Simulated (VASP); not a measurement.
Si (a cell with a defect), 17 atoms in the cell. The cell holds a defect, 17 atoms: a = 7.679 Å, b = 7.679 Å, c = 7.679 Å, α = 60.00°, β = 60.00°, γ = 60.00°. 

```yaml
Program: VASP 6.6.1
Task: single point
Functional: PBEsol
Potentials_or_basis: VASP PAW PBE potentials, release 64 (Si)
Cutoff: 520 eV
k_mesh: 2 × 2 × 2
Occupations: fermi-dirac, width 0.05 eV
Spin: no spin polarisation
Dipole_correction: no
Further_INCAR_settings: LREAL = Auto; ALGO = Normal; EDIFF = 1e-06; NBANDS = 48
```

Potentials or basis: VASP PAW PBE potentials, release 64 (Si).

Run with:

```bash
$ cat potpaw_PBE.64/Si/POTCAR > POTCAR
$ mpirun -np 1 vasp_std > vasp.out
```

Hardware: 1 thread of AMD EPYC 9R45 96-Core Processor (Zen 5), on a shared host.

Question: How long does it take, and how much memory?

Answer: It took 2.9 min on 1 thread of AMD EPYC 9R45 96-Core Processor (Zen 5) (shared host), peak memory 0.43 GiB. Counts: scf iterations 13, k points 8.
